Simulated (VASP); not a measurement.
Here is a VASP 6.6.1 calculation.

File INCAR:

```
SYSTEM = Ru
PREC = Accurate
ENCUT = 520
EDIFF = 1E-6
ISMEAR = 0
SIGMA = 0.15
LREAL = .FALSE.
LASPH = .TRUE.
NELM = 100
ALGO = Fast
ISIF = 2
LWAVE = .FALSE.
LCHARG = .TRUE.
GGA = PS
LELF = .TRUE.
LVHAR = .TRUE.
NBANDS = 21
```

File KPOINTS:

```
regular mesh
0
G
  24 24 12
  0 0 0
```

Contents of POSCAR:

```
Ru
1.0
    2.4893353875      0.0000000000      0.0000000000
   -1.2446676937      2.1558276841      0.0000000000
    0.0000000000      0.0000000000      4.1106240000
Ru
2
Direct
    0.3333333333      0.6666666667      0.2500000000
    0.6666666667      0.3333333333      0.7500000000
```

Potentials or basis: VASP PAW PBE potentials, release 64 (Ru_pv).

Command:

```sh
$ cat potpaw_PBE.64/Ru_pv/POTCAR > POTCAR
$ mpirun -np 1 vasp_std > vasp.out
```

(1) What does it give for the band gap on the k mesh?

(2) Estimate the pressure.

Results:

(1) zero (bands 14 and 15 overlap by 4.37 eV).

(2) 103.2 GPa.

Caveat: the cell differs from its parent crystal (strain -0.080 along x and y, -0.040 along z); the stress differs along the axes, from 80 to 115 GPa; the PAW data sets were made with another functional, which shifts forces and pressure a little.
